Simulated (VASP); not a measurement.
Input of a VASP 6.6.1 run:

The input INCAR:

```
ALGO = Normal ; EDIFF = 1E-7
ENCUT = 520 ; GGA = PE
ISIF = 2 ; ISMEAR = 0
LASPH = True ; LCHARG = False
LREAL = False ; LWAVE = False
NBANDS = 31 ; NELM = 80
PREC = Accurate ; SIGMA = 0.1
```

KPOINTS

```
k-points
0
Gamma
  6 6 2
```

Contents of POSCAR:

```
C
1.0
    2.6478986000      0.0000000000      0.0000000000
   -1.3239493000      2.2931474500      0.0000000000
    0.0000000000      0.0000000000      9.3406367700
C
10
Direct
    0.3333333300      0.6666666700      0.5790258200
    0.6666666700      0.3333333300      0.0790258200
    0.0000000000      0.0000000000      0.7500000000
    0.3333333300      0.6666666700      0.9209741800
    0.0000000000      0.0000000000      0.2500000000
    0.6666666700      0.3333333300      0.4209741800
    0.3333333300      0.6666666700      0.7500000000
    0.0000000000      0.0000000000      0.5000000000
    0.6666666700      0.3333333300      0.2500000000
    0.0000000000      0.0000000000      0.0000000000
```

Potentials or basis: VASP PAW PBE potentials, release 64 (C).

The run is started by

```sh
$ cat potpaw_PBE.64/C/POTCAR > POTCAR
$ mpirun -np 1 vasp_std > vasp.out
```

(1) Estimate the largest force.

(2) Predict the pressure.

## Answers

(1) 0.495 eV/Å.

(2) 46.1 GPa.

Caveat: the k points lie up to 0.46 Å⁻¹ apart.
